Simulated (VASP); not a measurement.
**HfC (NiAs type): relaxation of shape and atoms at fixed volume with PBE**

Crystal: HfC (NiAs type).

```
Hf C
1.0
     2.81475    0.00000    0.00000
    -1.40737    2.43764    0.00000
     0.00000    0.00000    4.96944
Hf C
2 2
Direct
  0.00000 0.00000 0.00000
  0.00000 0.00000 0.50000
  0.33333 0.66667 0.25000
  0.66667 0.33333 0.75000
```

```json
{
 "Program": "VASP 6.6.1",
 "Task": "relaxation of shape and atoms at fixed volume",
 "Functional": "PBE",
 "Potentials or basis": "VASP PAW PBE potentials, release 64 (Hf_pv, C)",
 "Cutoff": "600 eV",
 "k mesh": "10 × 10 × 6",
 "Occupations": "fermi-dirac, width 0.05 eV",
 "Spin": "no spin polarisation",
 "Dipole correction": "no",
 "Further INCAR settings": "ALGO = Normal; EDIFF = 1e-06; IBRION = 2; EDIFFG = -0.005; NSW = 50; ISIF = 4"
}
```

```
Energy gained by relaxing : 20.6 meV/atom
Ionic steps               : 3
Pressure after relaxing   : 214.8 GPa
Band gap on the k mesh    : zero (band 14 reaches 11.20 eV, above the bottom of band 15 at 8.94 eV)
```

Stress tensor (GPa, compression positive):
```
214.82   0.00   0.00
  0.00 214.82   0.00
  0.00   0.00 214.73
```

Step by step:
| step | energy change (eV) | largest force (eV/Å) | pressure (GPa) | volume (Å³) |
| --- | --- | --- | --- | --- |
| 1 | 0.0000 | 0.0000 | 216.88 | 34.10 |
| 2 | -0.0226 | 0.0000 | 213.13 | 34.10 |
| 3 | -0.0824 | 0.0000 | 214.79 | 34.10 |

Final structure:
```xyz
4
Lattice="2.7774 0.0000 0.0000 -1.3887 2.4053 0.0000 0.0000 0.0000 5.1039" Properties=species:S:1:pos:R:3 pbc="T T T"
Hf   -1.3887    2.4053    0.0000
Hf   -1.3887    2.4053    2.5519
C     0.0000    1.6035    1.2760
C     1.3887    0.8018    3.8279
```

Levels at points of the mesh, in eV from the Fermi level:
```
           k point  band 10  band 11  band 12  band 13  band 14  band 15  band 16  band 17  band 18
(0.00, 0.00, 0.00)    -3.76    -3.76    -2.91     0.91     1.64     1.64     2.40     2.40     2.52
(0.50, 0.00, 0.00)    -6.16    -4.32    -2.53    -1.76     0.33     1.02     1.44     7.75     9.20
(0.00, 0.00, 0.50)    -3.73    -2.16    -2.16    -2.16    -2.16     3.44     3.44     4.22     4.22
(0.50, 0.00, 0.50)    -6.05    -2.23    -2.23    -2.17    -2.17     1.44     1.44     8.74     8.74
```

It took 51 s on 1 thread of AMD EPYC 9R45 96-Core Processor (Zen 5), with other jobs on the host, peak memory 0.16 GiB.

Caveat: spin-orbit coupling is left out, which moves the levels of the heavy elements.
